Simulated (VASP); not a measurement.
# Cu (Fd-3m) in VASP: notebook, part 2 of 2

VASP 6.6.1. The steps go on from the part before.

## (4) Single point, PBEsol

This run uses another cell than the first one, of 16.80 Å³/atom, 1.131 times its volume.

Contents of INCAR:

```
  ALGO = Normal
  EDIFF = 1E-6
  ENCUT = 520
  GGA = PS
  ISIF = 2
  ISMEAR = 0
  LASPH = True
  LCHARG = True
  LELF = True
  LREAL = False
  LVHAR = True
  LWAVE = False
  NBANDS = 18
  NELM = 80
  PREC = Accurate
  SIGMA = 0.1
```

Contents of KPOINTS:

```
k-points
0
Gamma
  16 16 16
```

Contents of POSCAR:

```
Cu
1.0
    0.0000000000      2.5612645859      2.5612645859
    2.5612645859      0.0000000000      2.5612645859
    2.5612645859      2.5612645859      0.0000000000
Cu
2
Direct
    0.0000000000      0.0000000000      0.0000000000
    0.2500000000      0.2500000000      0.2500000000
```

Potentials or basis: VASP PAW PBE potentials, release 64 (Cu).

Launch:

```
> cat potpaw_PBE.64/Cu/POTCAR > POTCAR
> mpirun -np 1 vasp_std > vasp.out
```

OUTCAR:

```text
EDIFF = 1E-6
   ENCUT = 520
   GGA = PS
   ISIF = 2
   ISMEAR = 0
   LASPH = True
   LREAL = False
   NELM = 80
   PREC = Accurate

 ion  position               nearest neighbor table
   1  0.000  0.000  0.000-   2 2.22   2 2.22   2 2.22   2 2.22
   2  0.250  0.250  0.250-   1 2.22   1 2.22   1 2.22   1 2.22

  LATTYP: Found a face centered cubic cell.
 ALAT       =     5.1225291718

  Lattice vectors:

 A1 = (   0.0000000000,   2.5612645859,   2.5612645859)
[... 692 lines left out ...]
------------------------ aborting loop because EDIFF is reached ----------------------------------------

  FORCE on cell =-STRESS in cart. coord.  units (eV):
  Direction    XX          YY          ZZ          XY          YZ          ZX
  --------------------------------------------------------------------------------------
  -------------------------------------------------------------------------------------
  Total        1.0610950      1.0610950      1.0610950      0.0000000      0.0000000     -0.0000000
  in kB       50.5907993     50.5907993     50.5907993      0.0000000      0.0000000     -0.0000000
  external PRESSURE =      50.5907993 kB  Pullay stress =       0.0000000 kB

 VOLUME and BASIS-vectors are now :
 -----------------------------------------------------------------------------
  energy-cutoff  :      520.00
  volume of cell :       33.60
      direct lattice vectors                 reciprocal lattice vectors
     0.000000000  2.561264586  2.561264586    -0.195216067  0.195216067  0.195216067
     2.561264586  0.000000000  2.561264586     0.195216067 -0.195216067  0.195216067
     2.561264586  2.561264586  0.000000000     0.195216067  0.195216067 -0.195216067

 POSITION                                       TOTAL-FORCE (eV/Angst)
 -----------------------------------------------------------------------------------
      0.00000      0.00000      0.00000         0.000000      0.000000      0.000000
      1.28063      1.28063      1.28063        -0.000000     -0.000000     -0.000000
 -----------------------------------------------------------------------------------
    total drift:                                0.000000      0.000000      0.000000

  FREE ENERGIE OF THE ION-ELECTRON SYSTEM (eV)
  ---------------------------------------------------
  free  energy   TOTEN  =        -6.2069461844 eV

  energy  without entropy=       -6.2025067145  energy(sigma->0) =       -6.20472645
```

OSZICAR:

```text
N       E                     dE             d eps       ncg     rms          rms(c)
DAV:   1     0.136582592730E+03    0.13658E+03   -0.10511E+04  5340   0.196E+03
DAV:   2    -0.682527238203E+00   -0.13727E+03   -0.13017E+03  5238   0.282E+02
DAV:   3    -0.765803614351E+01   -0.69755E+01   -0.67426E+01  5820   0.901E+01
DAV:   4    -0.775688632263E+01   -0.98850E-01   -0.98775E-01  6160   0.115E+01
DAV:   5    -0.775861560471E+01   -0.17293E-02   -0.17292E-02  6462   0.132E+00    0.110E+01
DAV:   6    -0.734832899038E+01    0.41029E+00   -0.16364E+01  6266   0.100E+02    0.694E+00
DAV:   7    -0.621886834176E+01    0.11295E+01   -0.38548E+00  6186   0.465E+01    0.473E-01
DAV:   8    -0.621677802887E+01    0.20903E-02   -0.99401E-02  7728   0.561E+00    0.857E-01
DAV:   9    -0.620729281228E+01    0.94852E-02   -0.36921E-02  6688   0.442E+00    0.159E-01
DAV:  10    -0.620697562397E+01    0.31719E-03   -0.12172E-03  7438   0.712E-01    0.442E-02
DAV:  11    -0.620694601123E+01    0.29613E-04   -0.89473E-05  7908   0.183E-01    0.291E-03
DAV:  12    -0.620694618439E+01   -0.17316E-06   -0.26983E-06  3784   0.287E-02
   1 F= -.62069462E+01 E0= -.62047264E+01  d E =-.443947E-02
```

stdout:

```text
POSCAR found type information on POSCAR Cu
 POSCAR found :  1 types and       2 ions
 scaLAPACK will be used
 -----------------------------------------------------------------------------
|                                                                             |
|                                                                             |
|     You enforced a specific xc type in the INCAR file but a different       |
|     I HOPE YOU KNOW WHAT YOU ARE DOING!                                     |
|                                                                             |
 -----------------------------------------------------------------------------

 LDA part: xc-table for (Slater+PW92), standard interpolation
 POSCAR, INCAR and KPOINTS ok, starting setup
 FFT: planning ... GRIDC
 FFT: planning ... GRID_SOFT
 FFT: planning ... GRID
 WAVECAR not read
 entering main loop
```

It took 75 s on 1 thread of Intel Xeon Platinum 8488C (Sapphire Rapids), shared host; peak memory 0.2 GiB.

What came out:

```yaml
Free_energy: -6.2069 eV
Pressure: 5.1 GPa
Band_gap_on_the_k_mesh: zero (band 11 reaches 4.41 eV, above the bottom of band 12 at 3.36 eV)
```

Caveat: the PAW data sets were made with another functional, which shifts forces and pressure a little.

## (5) Single point, PBEsol

This run uses another cell than the first one, of 17.90 Å³/atom, 1.205 times its volume.

Contents of INCAR:

```
PREC = Accurate ; ENCUT = 520
EDIFF = 1E-6 ; ISMEAR = 0
SIGMA = 0.1 ; LREAL = False
LASPH = True ; NELM = 80
ALGO = Normal ; ISIF = 2
LWAVE = False ; LCHARG = True
GGA = PS ; LELF = True
LVHAR = True ; NBANDS = 18
```

Contents of KPOINTS:

```
regular mesh
0
Gamma
  16 16 16
```

Contents of POSCAR:

```
Cu
1.0
    0.0000000000      2.6159146852      2.6159146852
    2.6159146852      0.0000000000      2.6159146852
    2.6159146852      2.6159146852      0.0000000000
Cu
2
Direct
    0.0000000000      0.0000000000      0.0000000000
    0.2500000000      0.2500000000      0.2500000000
```

Launch:

```
> cat potpaw_PBE.64/Cu/POTCAR > POTCAR
> mpirun -np 1 vasp_std > vasp.out
```

Run time: 64 s. Hardware: 1 thread of Intel Xeon Platinum 8488C (Sapphire Rapids), shared host; peak memory 0.21 GiB.

Results (log left out):

- Free energy: -6.2453 eV
- Pressure: 0.0 GPa
- Band gap on the k mesh: zero (band 11 reaches 3.79 eV, above the bottom of band 12 at 2.78 eV)

Levels at points of the mesh, in eV from the Fermi level:
```
           k point  band 7  band 8  band 9  band 10  band 11  band 12  band 13  band 14  band 15  band 16
(0.00, 0.00, 0.00)   -1.97   -1.97   -1.97    -1.24    -1.24    10.20    10.20    10.20    11.04    11.04
(0.50, 0.00, 0.00)   -1.73   -1.73   -1.69    -1.34    -1.34    -0.35     7.37     7.37    11.52    11.52
(0.50, 0.50, 0.00)   -2.15   -2.15   -1.24    -1.24     0.24     0.24     3.81     3.81     8.15     8.15
```

Caveat: the PAW data sets were made with another functional, which shifts forces and pressure a little.

## (6) Summary

```csv
cell,gap on the mesh (eV),pressure (GPa)
"a = 3.476 Å, angles 60.0°, 2 atoms",none,20.2
"a = 3.563 Å, angles 60.0°, 2 atoms",none,10.1
"a = 3.622 Å, angles 60.0°, 2 atoms",none,5.1
"a = 3.699 Å, angles 60.0°, 2 atoms",none,0.0
```

Alike in all rows: task single point; level PBEsol; potentials or basis VASP PAW PBE potentials, release 64 (Cu); no spin polarisation; k mesh 16 × 16 × 16; cutoff (eV) 520; smearing gaussian 0.1 eV.

Caveats: the PAW data sets were made with another functional, which shifts forces and pressure a little.

Absolute energies hang on the potentials; compare differences alone.
